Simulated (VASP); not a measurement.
Runs of VASP 6.6.1 on NdGaO2. The structure is that of space group P6/mmm (No. 191), or close to it. The cells are those of the table. The cell was generated, and may not be a known phase.

```tsv
task	cell	k mesh	gap on the mesh (eV)	pressure (GPa)	relaxed volume (Å³/atom)
relaxation of cell and atoms	relaxed from a = 3.844, b = 3.844, c = 5.713 Å, angles 90.0, 90.0, 120.0°, 4 atoms	6 × 6 × 4	none	0.2	18.00
relaxation of cell and atoms	relaxed from a = 3.815, b = 3.815, c = 5.713 Å, angles 90.0, 90.0, 120.0°, 4 atoms	12 × 12 × 8	none	0.0	(a)
single point	a = 3.815, b = 3.815, c = 5.713 Å, angles 90.0, 90.0, 120.0°, 4 atoms	6 × 6 × 4	none	0.2	-
single point	a = 3.844, b = 3.844, c = 5.713 Å, angles 90.0, 90.0, 120.0°, 4 atoms	6 × 6 × 4	none	-1.0	-
single point	a = 3.816, b = 3.816, c = 5.720 Å, angles 90.0, 90.0, 120.0°, 4 atoms	12 × 12 × 8	none	0.2	-
```

Alike in all rows: level PBE; potentials or basis VASP PAW PBE potentials, release 64 (Nd_3, Ga_d, O), 4f in core; no spin polarisation; smearing gaussian 0.1 eV.

Task: Estimate the missing entries.

Result: (a) 18.07.

Caveats: spin-orbit coupling is left out, which moves the levels of the heavy elements; the 4f electrons are frozen in the core, so they carry no moment and show no levels; the run has no spin polarisation, though such a crystal can be magnetic.

A k mesh can miss the band edges, and the runs leave out spin-orbit coupling on Ga, Nd.

A gap of «none» marks levels without a gap at the run's occupations.
